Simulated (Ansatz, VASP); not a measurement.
## MgO in VASP and in Ansatz

The input INCAR:

```
SYSTEM = MgO
PREC     = Accurate       ! precision mode
ENCUT    = 520            ! plane-wave cutoff, eV
EDIFF    = 1E-6           ! SCF threshold, eV
ISMEAR   = -5             ! smearing method
SIGMA    = 0.05           ! smearing width, eV
LREAL    = .FALSE.        ! projectors in reciprocal space
LASPH    = .TRUE.         ! aspherical terms in the spheres
NELM     = 80             ! most SCF steps
ALGO     = Normal         ! electronic algorithm
ISIF     = 2              ! what is computed and relaxed
LWAVE    = .FALSE.        ! write WAVECAR
LCHARG   = .FALSE.        ! write CHGCAR
NBANDS   = 11             ! bands
```

File KPOINTS:

```
regular mesh
0
G
  11 11 11
  0 0 0
```

The input POSCAR:

```
MgO
1.0
    0.0000000000      2.0541934342      2.0541934342
    2.0541934342      0.0000000000      2.0541934342
    2.0541934342      2.0541934342      0.0000000000
Mg O
1 1
Direct
    0.0000000000      0.0000000000      0.0000000000
    0.5000000000      0.5000000000      0.5000000000
```

input.yaml

```yaml
crystal:
  lattice:
    - [0.0, 2.0541934342, 2.0541934342]
    - [2.0541934342, 0.0, 2.0541934342]
    - [2.0541934342, 2.0541934342, 0.0]
  atoms:
    - { symbol: Mg, position: [0.0, 0.0, 0.0] }
    - { symbol: O, position: [0.5, 0.5, 0.5] }
hamiltonian:
  xc: lda
  pseudopotentials: { kind: paw }
kpoints:
  mp_grid: { grid: [11, 11, 11] }
scf:
  occupations: { method: tetrahedron }
output:
  forces: true
  stress: true
```

Alike in both runs: task single point; functional LDA; k mesh 11 × 11 × 11; occupations tetrahedron; no spin polarisation.

|  | VASP | Ansatz |
| --- | --- | --- |
| version | VASP 6.6.1 | Ansatz 0.2.0 |
| potentials or method | VASP PAW LDA potentials, release 64 (Mg, O) | Ansatz PAW |
| plane-wave cutoff (eV) | 520 | 420 |
| valence electrons in the cell | 8 | 16 |

VASP gave:

| Quantity | Value |
| --- | --- |
| gap on the k mesh at the Fermi level (eV) | 5.42 |
| least direct gap on the mesh (eV) | 5.42 |
| pressure (GPa) | 5.2 |

Problem. What did Ansatz give for the same quantities?

Solution. gap on the k mesh at the Fermi level (eV): 5.42; least direct gap on the mesh (eV): 5.42; pressure (GPa): 6.9.

LDA's correlation is that of Perdew and Zunger in VASP and of Perdew and Wang (1992) in Ansatz. VASP's potentials hold 8 valence electrons a cell and Ansatz's 16, so a difference there can come from the potentials and not from the codes.

Noted on Ansatz's run: odd divisions of the mesh miss points on the zone boundary, where band edges often lie, so the gap on the mesh can be too wide.
